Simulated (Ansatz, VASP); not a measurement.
# One calculation of GaAs, two programs

```
Ga As
1.0
     0.00000    2.82685    2.93992
     2.82685    0.00000    2.93992
     2.82685    2.82685    0.00000
Ga As
1 1
Cartesian
  0.0000 0.0000 0.0000
  4.2403 4.2403 4.4099
```

Change from the starting cell: strain +0.0400 x Voigt [0, 0, 1, 0, 0, 0], atoms carried along.

Alike in both runs: task single point; functional r2SCAN; k mesh 8 × 8 × 8; occupations gaussian, width 0.05 eV; no spin polarisation.

```csv
,VASP,Ansatz
version,VASP 6.6.1,Ansatz 0.2.0
potentials or method,"VASP PAW PBE potentials, release 64 (Ga_d, As), cutoff 520 eV","scalar-relativistic, plane waves, PAW"
valence electrons in the cell,18,28
```

Ansatz gave:

```
gap on the k mesh at the Fermi level (eV)                     : 0.61
least direct gap on the mesh (eV)                             : 0.61
pressure (GPa)                                                : -2.2
traceless stress, the component that is largest in VASP (GPa) : -1.86
```

Which values does VASP return?

gap on the k mesh at the Fermi level (eV): 0.59; least direct gap on the mesh (eV): 0.59; pressure (GPa): -2.1; traceless stress, the component that is largest in VASP (GPa): -1.85.

VASP's potentials were made for PBE, not for r2SCAN. VASP's potentials hold 18 valence electrons a cell and Ansatz's 28, so a difference there can come from the potentials and not from the codes.
